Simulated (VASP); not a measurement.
Here is a VASP 6.6.1 calculation.

INCAR

```
PREC = Accurate
ENCUT = 520
EDIFF = 1E-6
ISMEAR = 0
SIGMA = 0.1
LREAL = False
LASPH = True
NELM = 100
ALGO = Fast
ISIF = 2
LWAVE = False
LCHARG = False
GGA = PE
NBANDS = 36
```

Contents of KPOINTS:

```
Automatic mesh
0
Gamma
  10 10 14
```

The input POSCAR:

```
Mo3W
1.0
    4.4782993525      0.0000000000      0.0000000000
    0.0000000000      4.4782993525      0.0000000000
    0.0000000000      0.0000000000      3.1670031070
Mo W
3 1
Direct
    0.5000000000      0.0000000000      0.0000000000
    0.5000000000      0.5000000000      0.5000000000
    0.0000000000      0.5000000000      0.0000000000
    0.0000000000      0.0000000000      0.5000000000
```

Potentials or basis: VASP PAW PBE potentials, release 64 (Mo_sv, W_sv).

The run is started by

```bash
$ cat potpaw_PBE.64/Mo_sv/POTCAR potpaw_PBE.64/W_sv/POTCAR > POTCAR
$ mpirun -np 1 vasp_std > vasp.out
```

Task: Predict the band gap on the k mesh.

Result: Zero (bands 28 and 29 overlap by 2.15 eV).

Task: Predict the pressure.

Result: 0.5 GPa.

Caveat: spin-orbit coupling is left out, which moves the levels of the heavy elements.
